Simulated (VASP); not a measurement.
Wanted: the native input for a VASP 6.6.1 run.

```
Task                   : single point
Functional             : PBEsol
Potentials or basis    : VASP PAW PBE potentials, release 64 (Hf_pv, O)
Cutoff                 : 520 eV
k mesh                 : 6 × 6 × 4
Occupations            : gaussian, width 0.01 eV
Spin                   : no spin polarisation
Dipole correction      : no
Further INCAR settings : ALGO = Normal; EDIFF = 1e-06; NBANDS = 31
```

The structure of HfO2 lies in POSCAR:

```
HfO2
1.0
    3.5670438295      0.0000000000      0.0000000000
    0.0000000000      3.5670438295      0.0000000000
    0.0000000000      0.0000000000      5.1659996602
Hf O
2 4
Direct
    0.5000000000      0.5000000000      0.5000000000
    0.0000000000      0.0000000000      0.0000000000
    0.0000000000      0.5000000000      0.7000969987
    0.5000000000      0.0000000000      0.7999030013
    0.5000000000      0.0000000000      0.2999030013
    0.0000000000      0.5000000000      0.2000969987
```

The input as run:

INCAR

```
SYSTEM = HfO2
PREC = Accurate ; ENCUT = 520
EDIFF = 1E-6 ; ISMEAR = 0
SIGMA = 0.01 ; LREAL = .False.
LASPH = .True. ; NELM = 80
ALGO = Normal ; ISIF = 2
LWAVE = .False. ; LCHARG = .False.
GGA = PS ; NBANDS = 31
```

KPOINTS

```
Automatic mesh
0
Gamma
  6 6 4
  0 0 0
```

Potentials or basis: VASP PAW PBE potentials, release 64 (Hf_pv, O).

Run with:

```console
$ cat potpaw_PBE.64/Hf_pv/POTCAR potpaw_PBE.64/O/POTCAR > POTCAR
$ mpirun -np 1 vasp_std > vasp.out
```

It gave:

- Pressure: -3.3 GPa
- Largest force: 0.029 eV/Å
- Band gap on the k mesh: 4.57 eV (least direct gap 4.65 eV)

Caveat: the cell stands under tension; the PAW data sets were made with another functional, which shifts forces and pressure a little; spin-orbit coupling is left out, which moves the levels of the heavy elements.

It took 48 s on 1 thread of Intel(R) Xeon(R) Platinum 8488C (Sapphire Rapids), with other jobs on the host, peak memory 0.2 GiB.
